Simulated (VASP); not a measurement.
# SiSe2 (Ibam) in VASP: further runs, part 2 of 2

VASP 6.6.1.

## 3. Relaxation of shape and atoms at fixed volume, BLYP (32.20 Å³/atom)

This run uses another cell than the first one, of 32.20 Å³/atom.

Input file INCAR:

```
PREC = Accurate
ENCUT = 500
EDIFF = 1E-7
ISMEAR = 0
SIGMA = 0.05
LREAL = False
LASPH = True
NELM = 120
ALGO = Normal
ISIF = 4
LWAVE = False
LCHARG = False
GGA = B5
ALDAX = 1.0
AGGAX = 1.0
AGGAC = 1.0
ALDAC = 0.0
IBRION = 2
NSW = 60
EDIFFG = -0.04
GGA_COMPAT = False
NELMIN = 4
```

Input file KPOINTS:

```
regular mesh
0
Gamma
  6 6 6
```

Input file POSCAR:

```
SiSe2
1.0
   -3.0648362014      5.1046386963      3.0874400981
    3.0648362014     -5.1046386963      3.0874400981
    3.0648362014      5.1046386963     -3.0874400981
Si Se
2 4
Direct
    0.2500000000      0.2500000000      0.0000000000
    0.7500000000      0.7500000000      0.0000000000
    0.1229572913      0.7810423792      0.9039996705
    0.8770427087      0.2189576208      0.0960003295
    0.6229572913      0.7189576208      0.3419149121
    0.3770427087      0.2810423792      0.6580850879
```

Potentials or basis: VASP PAW PBE potentials, release 64 (Si, Se).

Command:

```
cat potpaw_PBE.64/Si/POTCAR potpaw_PBE.64/Se/POTCAR > POTCAR
mpirun -np 1 vasp_std > vasp.out
```

OUTCAR:

```text
PREC = Accurate
   ENCUT = 500
   EDIFF = 1E-7
   ISMEAR = 0
   LREAL = False
   LASPH = True
   NELM = 120
   ISIF = 4
   GGA = B5
   IBRION = 2
   NSW = 60
   EDIFFG = -0.04
   NELMIN = 4

 ion  position               nearest neighbor table
   1  0.250  0.250  0.000-   3 2.40   4 2.40   5 2.40   6 2.40   2 3.09   2 3.09
   2  0.750  0.750  0.000-   4 2.40   3 2.40   6 2.40   5 2.40   1 3.09   1 3.09
   3  0.123  0.781  0.904-   1 2.40   2 2.40
   4  0.877  0.219  0.096-   2 2.40   1 2.40
   5  0.623  0.719  0.342-   1 2.40   2 2.40
   6  0.377  0.281  0.658-   2 2.40   1 2.40

  LATTYP: Found a body centered orthorhombic cell.
 ALAT       =     6.1296724028
 B/A-ratio  =     1.0073752381
[... 358 lines left out ...]
  ext. energy  EPLUGINS =         0.00000000
  ---------------------------------------------------
  free energy    TOTEN  =       -24.24823450 eV

  energy without entropy =      -24.24823450  energy(sigma->0) =      -24.24823450

 E-fermi :   1.4313     XC(G=0):  -7.1973

 val. band max:        1.2201432091   @ k =  -0.3333   0.3333   0.1667
 cond. band min:       3.0363308226   @ k =   0.5000   0.5000   0.5000
 fundamental gap:      1.8161876135
 Fermi energy:         1.4312882909

 k-point     1 :       0.0000    0.0000    0.0000
  band No.  band energies     occupation
      1     -12.8001      2.00000
      2     -11.2592      2.00000
      3     -10.9360      2.00000
      4     -10.8105      2.00000
      5      -6.2882      2.00000
      6      -4.9771      2.00000
[... 541 lines left out ...]
     19       4.9257      0.00000
     20       4.9257      0.00000

 [... further k-points ...]

------------------------ aborting loop because EDIFF is reached ----------------------------------------

  FORCE on cell =-STRESS in cart. coord.  units (eV):
  Direction    XX          YY          ZZ          XY          YZ          ZX
  --------------------------------------------------------------------------------------
  -------------------------------------------------------------------------------------
  Total        1.3675854      1.5103434      1.1313788     -0.0000000      0.0000000      0.0000000
  in kB       11.3405532     12.5243581      9.3818351     -0.0000000      0.0000000      0.0000000
  external PRESSURE =      11.0822488 kB  Pullay stress =       0.0000000 kB
[... 21 lines left out ...]
  FREE ENERGIE OF THE ION-ELECTRON SYSTEM (eV)
  ---------------------------------------------------
  free  energy   TOTEN  =       -24.2482345042 eV

  energy  without entropy=      -24.2482345042  energy(sigma->0) =      -24.24823450

 reached required accuracy - stopping structural energy minimisation
```

CONTCAR:

```text
SiSe2
   1.00000000000000
    -3.0833721332815607    5.1925626123543704    3.0169154034806582
     3.0833721332815607   -5.1925626123543704    3.0169154034806582
     3.0833721332815607    5.1925626123543704   -3.0169154034806582
  Si              Se
     2     4
Direct
     0.2500000000000000    0.2500000000000000    0.0000000000000000
     0.7500000000000000    0.7500000000000000    0.0000000000000000
     0.1170530542562776    0.7923283969959302    0.9093814512522077
     0.8829469457437225    0.2076716030040699    0.0906185487477923
     0.6170530542562775    0.7076716030040698    0.3247246572603547
     0.3829469457437224    0.2923283969959301    0.6752753427396455

  0.00000000E+00  0.00000000E+00  0.00000000E+00
  0.00000000E+00  0.00000000E+00  0.00000000E+00
  0.00000000E+00  0.00000000E+00  0.00000000E+00
  0.00000000E+00  0.00000000E+00  0.00000000E+00
  0.00000000E+00  0.00000000E+00  0.00000000E+00
  0.00000000E+00  0.00000000E+00  0.00000000E+00
```

Wall time 9.7 min (1 thread of Intel Xeon Platinum 8488C (Sapphire Rapids), shared host); peak memory 0.45 GiB.

Results:

```yaml
Free_energy: -24.2482 eV
Energy_gained_by_relaxing: 39.6 meV/atom
Ionic_steps: 5
Pressure_after_relaxing: 1.1 GPa
Largest_force_after_relaxing: 0.036 eV/Å
Band_gap_on_the_k_mesh: 1.82 eV (least direct gap 2.00 eV)
```

Forces on the atoms (eV/Å):
```
Si   0.000  0.000  0.000
Si   0.000  0.000  0.000
Se  -0.010  0.035  0.000
Se   0.010 -0.035  0.000
Se   0.010  0.035  0.000
Se  -0.010 -0.035  0.000
```

Stress tensor (GPa, compression positive):
```
1.13 0.00 0.00
0.00 1.25 0.00
0.00 0.00 0.94
```

Step by step:
```
step  energy change (eV)  largest force (eV/Å)  pressure (GPa)  volume (Å³)
   1              0.0000                1.1071           -2.47       193.21
   2             -0.1882                0.4836           -0.59       193.21
   3             -0.2316                0.0404            0.93       193.21
   4             -0.2316                0.0658            1.01       193.21
   5             -0.2375                0.0364            1.11       193.21
```

Final structure:
```
Si Se
1.0
    -3.08337    5.19256    3.01692
     3.08337   -5.19256    3.01692
     3.08337    5.19256   -3.01692
Si Se
2 4
Direct
  0.25000 0.25000 0.00000
  0.75000 0.75000 0.00000
  0.11705 0.79233 0.90938
  0.88295 0.20767 0.09062
  0.61705 0.70767 0.32472
  0.38295 0.29233 0.67528
```

Levels at points of the mesh, in eV from the valence-band top:
```tsv
k point	band 13	band 14	band 15	band 16	band 17	band 18	band 19	band 20
(0.00, 0.00, 0.00)	-1.55	-0.67	-0.56	-0.45	2.61	2.84	3.21	4.87
(0.50, 0.00, 0.00)	-1.04	-1.04	-0.59	-0.59	2.46	2.46	4.02	4.02
(0.00, 0.50, 0.00)	-0.82	-0.82	-0.54	-0.54	2.30	2.30	3.81	3.81
(0.50, 0.50, 0.00)	-1.77	-1.11	-0.89	-0.02	2.75	3.61	4.08	4.25
(0.50, 0.50, 0.50)	-1.83	-1.72	-1.14	-0.18	1.82	3.48	3.85	4.06
```

Caveat: the PAW data sets were made with another functional, which shifts forces and pressure a little.

## 4. Relaxation of shape and atoms at fixed volume, BLYP (36.07 Å³/atom)

This run uses another cell than the first one, of 36.07 Å³/atom.

Input file INCAR:

```
AGGAC = 1.0
AGGAX = 1.0
ALDAC = 0.0
ALDAX = 1.0
ALGO = Normal
EDIFF = 1E-7
EDIFFG = -0.04
ENCUT = 500
GGA = B5
GGA_COMPAT = F
IBRION = 2
ISIF = 4
ISMEAR = 0
LASPH = T
LCHARG = F
LREAL = F
LWAVE = F
NELM = 120
NELMIN = 4
NSW = 60
PREC = Accurate
SIGMA = 0.05
```

Input file KPOINTS:

```
k-points
0
Gamma
  6 6 6
```

Input file POSCAR:

```
SiSe2
1.0
   -3.2265523107      5.3839225303      3.1142346137
    3.2265523107     -5.3839225303      3.1142346137
    3.2265523107      5.3839225303     -3.1142346137
Si Se
2 4
Direct
    0.2500000000      0.2500000000      0.0000000000
    0.7500000000      0.7500000000      0.0000000000
    0.1176161553      0.7940635729      0.9116797282
    0.8823838447      0.2059364271      0.0883202718
    0.6176161553      0.7059364271      0.3235525823
    0.3823838447      0.2940635729      0.6764474177
```

Command:

```
cat potpaw_PBE.64/Si/POTCAR potpaw_PBE.64/Se/POTCAR > POTCAR
mpirun -np 1 vasp_std > vasp.out
```

Wall time 14 min (1 thread of Intel Xeon Platinum 8488C (Sapphire Rapids), shared host); peak memory 0.51 GiB.

It converged, with:

```
Free energy                  : -24.3576 eV
Energy gained by relaxing    : 42.0 meV/atom
Ionic steps                  : 6
Pressure after relaxing      : 0.5 GPa
Largest force after relaxing : 0.024 eV/Å
Band gap on the k mesh       : 2.06 eV (least direct gap 2.16 eV)
```

Forces on the atoms (eV/Å):
```
Si   0.000  0.000  0.000
Si   0.000  0.000  0.000
Se  -0.003  0.024  0.000
Se   0.003 -0.024  0.000
Se   0.003  0.024  0.000
Se  -0.003 -0.024  0.000
```

Stress tensor (GPa, compression positive):
```
0.47 0.00 0.00
0.00 0.57 0.00
0.00 0.00 0.53
```

Step by step:
```csv
step,energy change (eV),largest force (eV/Å),pressure (GPa),volume (Å³)
1,0.0000,1.1178,-2.89,216.40
2,-0.1947,0.4995,-1.18,216.40
3,-0.2433,0.0471,0.29,216.40
4,-0.2433,0.0740,0.36,216.40
5,-0.2512,0.0367,0.48,216.40
6,-0.2519,0.0241,0.53,216.40
```

Final structure:
```yaml
crystal:
  lattice:
    - [-3.25893, 5.49002, 3.02371]
    - [3.25893, -5.49002, 3.02371]
    - [3.25893, 5.49002, -3.02371]
  atoms:
    - { symbol: Si, position: [0.25000, 0.25000, 0.00000] }
    - { symbol: Si, position: [0.75000, 0.75000, 0.00000] }
    - { symbol: Se, position: [0.11177, 0.80496, 0.91673] }
    - { symbol: Se, position: [0.88823, 0.19504, 0.08327] }
    - { symbol: Se, position: [0.61177, 0.69504, 0.30682] }
    - { symbol: Se, position: [0.38823, 0.30496, 0.69319] }
```

Levels at points of the mesh, in eV from the valence-band top:
```csv
k point,band 13,band 14,band 15,band 16,band 17,band 18,band 19,band 20
"(0.00, 0.00, 0.00)",-1.48,-0.80,-0.71,-0.25,2.64,2.86,3.45,4.68
"(0.50, 0.00, 0.00)",-0.92,-0.92,-0.57,-0.57,2.45,2.45,3.99,3.99
"(0.00, 0.50, 0.00)",-0.72,-0.72,-0.60,-0.60,2.35,2.35,3.85,3.85
"(0.50, 0.50, 0.00)",-1.65,-1.16,-0.93,-0.01,2.73,3.53,4.06,4.23
"(0.50, 0.50, 0.50)",-1.68,-1.55,-1.12,-0.10,2.06,3.66,3.76,4.26
```

Caveat: the PAW data sets were made with another functional, which shifts forces and pressure a little. A hybrid or GW would open this gap; BLYP tends to underestimate it.

## 5. The runs side by side

```csv
cell,gap on the mesh (eV),pressure (GPa),largest force (eV/Å)
"relaxed from a = 7.676 Å, angles 124.2, 76.9, 131.6°, 6 atoms, atomic positions A",2.28,0.1,0.01
"relaxed from a = 6.707 Å, angles 125.6, 80.9, 125.2°, 6 atoms, atomic positions B",1.82,1.1,0.04
"relaxed from a = 7.007 Å, angles 125.2, 79.6, 127.2°, 6 atoms, atomic positions C",2.06,0.5,0.02
```

Alike in all rows: task relaxation of shape and atoms at fixed volume; level BLYP; potentials or basis VASP PAW PBE potentials, release 64 (Si, Se); no spin polarisation; k mesh 6 × 6 × 6; cutoff (eV) 500; smearing gaussian 0.05 eV.

Caveats: the PAW data sets were made with another functional, which shifts forces and pressure a little.

Absolute energies hang on the potentials; compare differences alone.
